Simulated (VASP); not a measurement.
# TaH4 (I4/m) in VASP: notebook

Runs on TaH4. Level: PBE. Tasks: single point, relaxation of cell and atoms.

Everything below comes from runs of VASP 6.6.1. Logs are shortened: lines on timing, memory, paths and dates and some standing lists are left out, and cuts for length are marked.

## (1) The cell of the first run

The structure is tetragonal, space group I4/m (No. 87). Conventional cell: a = 4.565 Å, b = 4.565 Å, c = 2.865 Å, α = 90.00°, β = 90.00°, γ = 90.00°. Within 2.7 Å of Ta (site symmetry 4/m) lie 12 H at 2.02 Å. H (site symmetry m) has 9 H at 1.97 to 2.13 Å and 3 Ta at 2.02 Å within 2.6 Å.

## (2) Single point, PBE

INCAR

```
SYSTEM = TaH4
ALGO     = Normal         ! electronic algorithm
EDIFF    = 1E-7           ! SCF threshold, eV
ENCUT    = 520            ! plane-wave cutoff, eV
GGA      = PE             ! functional
ISIF     = 2              ! what is computed and relaxed
ISMEAR   = 0              ! smearing method
LASPH    = .True.         ! aspherical terms in the spheres
LCHARG   = .True.         ! write CHGCAR
LELF     = .True.         ! ELF
LREAL    = .False.        ! projectors in reciprocal space
LVHAR    = .True.       
LWAVE    = .False.        ! write WAVECAR
NBANDS   = 16             ! bands
NELM     = 60             ! most SCF steps
PREC     = Accurate       ! precision mode
SIGMA    = 0.15           ! smearing width, eV
```

KPOINTS

```
k-points
0
Gamma
  5 5 5
  0 0 0
```

POSCAR

```
TaH4
1.0
   -2.2827063121      2.2827063121      1.4323451830
    2.2827063121     -2.2827063121      1.4323451830
    2.2827063121      2.2827063121     -1.4323451830
Ta H
1 4
Direct
    0.5000000000      0.5000000000      0.0000000000
    0.1086581898      0.7062635025      0.8149216923
    0.7062635025      0.8913418102      0.5976053127
    0.2937364975      0.1086581898      0.4023946873
    0.8913418102      0.2937364975      0.1850783077
```

Potentials or basis: VASP PAW PBE potentials, release 64 (Ta_pv, H).

Started as:

```console
> cat potpaw_PBE.64/Ta_pv/POTCAR potpaw_PBE.64/H/POTCAR > POTCAR
> mpirun -np 1 vasp_std > vasp.out
```

OUTCAR:

```text
SYSTEM = TaH4
   EDIFF = 1E-7
   ENCUT = 520
   GGA = PE
   ISIF = 2
   ISMEAR = 0
   LASPH = .True.
   LREAL = .False.
   NELM = 60
   PREC = Accurate

 ion  position               nearest neighbor table
   1  0.500  0.500  0.000-   3 2.02   4 2.02   5 2.02   2 2.02   5 2.02   2 2.02   4 2.02   3 2.02
                             4 2.02   3 2.02   5 2.02   2 2.02
   2  0.109  0.706  0.815-   1 2.02   1 2.02   1 2.02
   3  0.706  0.891  0.598-   1 2.02   1 2.02   1 2.02
   4  0.294  0.109  0.402-   1 2.02   1 2.02   1 2.02
   5  0.891  0.294  0.185-   1 2.02   1 2.02   1 2.02

  LATTYP: Found a body centered tetragonal cell.
 ALAT       =     4.5654126242
 C/A-ratio  =     0.6274767697

  Lattice vectors:

 A1 = (  -2.2827063121,   2.2827063121,   1.4323451830)
 A2 = (   2.2827063121,  -2.2827063121,   1.4323451830)
 A3 = (   2.2827063121,   2.2827063121,  -1.4323451830)

Analysis of symmetry for initial positions (statically):
=====================================================================
 Subroutine PRICEL returns:
 Original cell was already a primitive cell.

 Routine SETGRP: Setting up the symmetry group for a
 body centered tetragonal supercell.

 Subroutine GETGRP returns: Found  8 space group operations
 (whereof  8 operations were pure point group operations)
 out of a pool of 16 trial point group operations.

The static configuration has the point symmetry C_4h.

Analysis of symmetry for dynamics (positions and initial velocities):
=====================================================================
 Subroutine PRICEL returns:
 Original cell was already a primitive cell.

 Routine SETGRP: Setting up the symmetry group for a
 body centered tetragonal supercell.

 Subroutine GETGRP returns: Found  8 space group operations
 (whereof  8 operations were pure point group operations)
 out of a pool of 16 trial point group operations.

The dynamic configuration has the point symmetry C_4h.

 Subroutine INISYM returns: Found  8 space group operations
 (whereof  8 operations are pure point group operations),
 and found     1 'primitive' translations

----------------------------------------------------------------------------------------

                                     Primitive cell

  volume of cell :      29.8544

  direct lattice vectors                    reciprocal lattice vectors
    -2.282706312  2.282706312  1.432345183     0.000000000  0.219038252  0.349077866
     2.282706312 -2.282706312  1.432345183     0.219038252  0.000000000  0.349077866
     2.282706312  2.282706312 -1.432345183     0.219038252  0.219038252  0.000000000

  length of vectors
     3.531728888  3.531728888  3.531728888     0.412108132  0.412108132  0.309766866

  position of ions in fractional coordinates (direct lattice)
     0.500000000  0.500000000  0.000000000
     0.108658190  0.706263503  0.814921692
     0.706263503  0.891341810  0.597605313
     0.293736497  0.108658190  0.402394687
     0.891341810  0.293736497  0.185078308

  ion indices of the primitive-cell ions
   primitive index   ion index
                 1           1
                 2           2
                 3           3
                 4           4
                 5           5

----------------------------------------------------------------------------------------

 KPOINTS: k-points

Automatic generation of k-mesh.
 Grid dimensions read from file:
 generate k-points for:    5    5    5

 Generating k-lattice:

  Cartesian coordinates                     Fractional coordinates (reciprocal lattice)
     0.000000000  0.043807650  0.069815573     0.200000000  0.000000000 -0.000000000
     0.043807650  0.000000000  0.069815573     0.000000000  0.200000000 -0.000000000
     0.043807650  0.043807650  0.000000000     0.000000000  0.000000000  0.200000000

  Length of vectors
     0.082421626  0.082421626  0.061953373

  Shift w.r.t. Gamma in fractional coordinates (k-lattice)
     0.000000000  0.000000000  0.000000000

 Subroutine IBZKPT returns following result:
 ===========================================

 Found     21 irreducible k-points:

 Following reciprocal coordinates:
            Coordinates               Weight
  0.000000  0.000000  0.000000      1.000000
  0.200000 -0.000000  0.000000      8.000000
  0.400000 -0.000000  0.000000      8.000000
  0.200000  0.200000  0.000000      8.000000
  0.400000  0.200000  0.000000      8.000000
 -0.200000 -0.400000 -0.000000      8.000000
[... 13 lines left out ...]
 -0.400000  0.400000  0.400000      4.000000
 -0.400000 -0.400000  0.400000      2.000000
   k-points           NKPTS =     21   k-points in BZ     NKDIM =     21   number of bands    NBANDS=     16
   number of dos      NEDOS =    301   number of ions     NIONS =      5
   total plane-waves  NPLWV =  21952
   dimension x,y,z NGX =    28 NGY =   28 NGZ =   28
   dimension x,y,z NGXF=    56 NGYF=   56 NGZF=   56
   ions per type =               1   4
   NGX,Y,Z   is equivalent  to a cutoff of  13.18, 13.18, 13.18 a.u.
   NGXF,Y,Z  is equivalent  to a cutoff of  26.36, 26.36, 26.36 a.u.
 SYSTEM =  TaH4
   PREC   = accura    normal or accurate (medium, high low for compatibility)
   ISTART =      0    job   : 0-new  1-cont  2-samecut
   ICHARG =      2    charge: 1-file 2-atom 10-const
   ISPIN  =      1    spin polarized calculation?
   LNONCOLLINEAR =      F non collinear calculations
   LSORBIT =      F    spin-orbit coupling
   LASPH  =      T    aspherical Exc in radial PAW
   ENCUT  =  520.0 eV  38.22 Ry    6.18 a.u.   6.57  6.57  6.57*2*pi/ulx,y,z
   NELM   =     60;   NELMIN=  2; NELMDL= -5     # of ELM steps
   EDIFF  = 0.1E-06   stopping-criterion for ELM
   LREAL  =      F    real-space projection
   EDIFFG = 0.1E-05   stopping-criterion for IOM
   NSW    =      0    number of steps for IOM
   IBRION =     -1    ionic relax: 0-MD 1-quasi-New 2-CG
   NFREE  =      0    steps in history (QN), initial steepest desc. (CG)
   ISIF   =      2    stress and relaxation
   ISYM   =      2    0-nonsym 1-usesym 2-fastsym
   POTIM  = 0.5000    time-step for ionic-motion
   TEBEG  =    0.0;   TEEND  =   0.0 temperature during run
   PSTRESS=    0.0 pullay stress
   NELECT =      15.0000    total number of electrons
   NUPDOWN=      -1.0000    fix difference up-down
   EMIN   =  10.00;   EMAX   =-10.00  energy-range for DOS
   EFERMI =   0.00;   METHOD = LEGACY
   ISMEAR =     0;   SIGMA  =   0.15  broadening in eV -4-tet -1-fermi 0-gaus
   EFERMI_NEDOS =   21; number of points for ismear=-14 and -15
   IALGO  =     38    algorithm
   IMIX   =      4    mixing-type and parameters
     AMIX     =   0.40;   BMIX     =  1.00
     AMIX_MAG =   1.60;   BMIX_MAG =  1.00
  volume/ion in A,a.u.               =       5.97        40.29
  Fermi-wavevector in a.u.,A,eV,Ry     =   1.301475  2.459432 23.046072  1.693838
  Thomas-Fermi vector in A             =   2.432607
   LORBIT       =      0    0 simple, 1 ext, 2 COOP (PROOUT), +10 PAW based schemes
   GGA     = PE    functional components
   LHFCALC =     F    Hartree Fock is set to
   AEXX    =    0.0000 exact exchange contribution
   IVDW    =     0    specifies the selected vdW correction
   LEPSILON=     F    determine dielectric tensor
   LRPA    =     F    only Hartree local field effects (RPA)
 non-spin polarized calculation
 Gauss-broadening in eV      SIGMA  =   0.15
  energy-cutoff  :      520.00
  volume of cell :       29.85
 maximum number of plane-waves:       813
 NGX is ok and might be reduce to    28
   NGX = 13   NGY = 13   NGZ = 13

 number of electron      15.0000001 magnetization

 Free energy of the ion-electron system (eV)
  ---------------------------------------------------
  ext. energy  EPLUGINS =         0.00000000
  ---------------------------------------------------
  free energy    TOTEN  =       -24.66103377 eV

  energy without entropy =      -24.64996374  energy(sigma->0) =      -24.65549875

 E-fermi :   5.2203     XC(G=0): -11.7889

 val. band max:        5.1917573270   @ k =  -0.4000   0.4000   0.0000
 cond. band min:       5.4344279210   @ k =   0.4000   0.2000   0.0000
 fundamental gap:      0.2426705940
 Fermi energy:         5.2202941757

 k-point     1 :       0.0000    0.0000    0.0000
  band No.  band energies     occupation
      1     -30.2525      2.00000
      2     -30.2525      2.00000
      3     -29.8556      2.00000
      4      -7.6746      2.00000
      5      -0.7225      2.00000
      6       2.4255      2.00000
[... 8 lines left out ...]
     15      16.5368      0.00000
     16      18.0569      0.00000

 k-point     2 :       0.2000   -0.0000    0.0000
  band No.  band energies     occupation
      1     -30.2575      2.00000
      2     -30.2473      2.00000
      3     -30.1546      2.00000
      4      -6.4119      2.00000
      5      -0.5633      2.00000
      6       1.3155      2.00000
[... 8 lines left out ...]
     15      18.0503      0.00000
     16      18.5052      0.00000

 k-point     3 :       0.4000   -0.0000    0.0000
  band No.  band energies     occupation
      1     -30.6397      2.00000
      2     -30.2385      2.00000
      3     -30.2323      2.00000
      4      -3.7259      2.00000
      5      -1.4926      2.00000
      6      -0.6680      2.00000
[... 8 lines left out ...]
     15      17.7212      0.00000
     16      18.0582      0.00000

 k-point     4 :       0.2000    0.2000    0.0000
  band No.  band energies     occupation
      1     -30.6329      2.00000
      2     -30.2374      2.00000
      3     -30.2183      2.00000
      4      -3.9971      2.00000
      5      -1.1690      2.00000
      6      -0.7735      2.00000
[... 8 lines left out ...]
     15      16.6762      0.00000
     16      18.0578      0.00000
[... 267 lines left out ...]
 k-point    19 :      -0.2000   -0.2000    0.2000
  band No.  band energies     occupation
      1     -30.6263      2.00000
      2     -30.2193      2.00000
      3     -30.2193      2.00000
      4      -4.3719      2.00000
      5      -0.4834      2.00000
      6      -0.4834      2.00000
[... 8 lines left out ...]
     15      16.0720      0.00000
     16      17.4192      0.00000

 k-point    20 :      -0.4000    0.4000    0.4000
  band No.  band energies     occupation
      1     -30.4201      2.00000
      2     -30.4174      2.00000
      3     -29.8915      2.00000
      4      -3.1671      2.00000
      5      -1.7664      2.00000
      6      -0.7171      2.00000
[... 8 lines left out ...]
     15      18.0273      0.00000
     16      18.0555      0.00000

 k-point    21 :      -0.4000   -0.4000    0.4000
  band No.  band energies     occupation
      1     -30.3813      2.00000
      2     -30.3813      2.00000
      3     -30.1890      2.00000
      4      -1.9015      2.00000
      5      -0.9498      2.00000
      6      -0.9498      2.00000
[... 8 lines left out ...]
     15      18.0531      0.00000
     16      19.5610      0.00000

------------------------ aborting loop because EDIFF is reached ----------------------------------------

  FORCE on cell =-STRESS in cart. coord.  units (eV):
  Direction    XX          YY          ZZ          XY          YZ          ZX
  --------------------------------------------------------------------------------------
  -------------------------------------------------------------------------------------
  Total       -0.0313587     -0.0313587      0.0640207     -0.0000000     -0.0000000      0.0000000
  in kB       -1.6829075     -1.6829075      3.4357656     -0.0000014     -0.0000000      0.0000000
  external PRESSURE =       0.0233169 kB  Pullay stress =       0.0000000 kB

 VOLUME and BASIS-vectors are now :
 -----------------------------------------------------------------------------
  energy-cutoff  :      520.00
  volume of cell :       29.85
      direct lattice vectors                 reciprocal lattice vectors
    -2.282706312  2.282706312  1.432345183     0.000000000  0.219038252  0.349077866
     2.282706312 -2.282706312  1.432345183     0.219038252  0.000000000  0.349077866
     2.282706312  2.282706312 -1.432345183     0.219038252  0.219038252  0.000000000

 POSITION                                       TOTAL-FORCE (eV/Angst)
 -----------------------------------------------------------------------------------
      0.00000      0.00000      1.43235        -0.000000      0.000000      0.000000
      3.22438      0.49607      0.00000        -0.012246      0.001273      0.000000
      1.78664      0.94168      1.43235        -0.001273     -0.012246      0.000000
      0.49607      1.34103      0.00000         0.001273      0.012246     -0.000000
     -0.94168      1.78664      1.43235         0.012246     -0.001273      0.000000
 -----------------------------------------------------------------------------------
    total drift:                                0.000000     -0.000000      0.000000

  FREE ENERGIE OF THE ION-ELECTRON SYSTEM (eV)
  ---------------------------------------------------
  free  energy   TOTEN  =       -24.6610337701 eV

  energy  without entropy=      -24.6499637390  energy(sigma->0) =      -24.65549875
```

Run time: 7.2 s. Hardware: 1 thread of Intel Xeon 6975P-C (Granite Rapids), shared host; peak memory 0.15 GiB.

What came out:

* Free energy: -24.6610 eV
* Pressure: 0.0 GPa
* Largest force: 0.012 eV/Å
* Band gap on the k mesh: zero (an odd number of electrons rules out a gap without spin polarisation)

Forces on the atoms (eV/Å):
```
Ta   0.000  0.000  0.000
H   -0.012  0.001  0.000
H   -0.001 -0.012  0.000
H    0.001  0.012  0.000
H    0.012 -0.001  0.000
```

Stress tensor (GPa, compression positive):
```
-0.17  0.00  0.00
 0.00 -0.17  0.00
 0.00  0.00  0.34
```

Caveat: the k points lie up to 0.52 Å⁻¹ apart, too coarse for converged energies and pressures of a metal; spin-orbit coupling is left out, which moves the levels of the heavy elements; an odd number of electrons without spin polarisation forces a metal; a magnetic or distorted state may lie lower.

[end of part 1 of 2]

The gap in the log of VASP goes by the Fermi energy; the results here count the filled bands.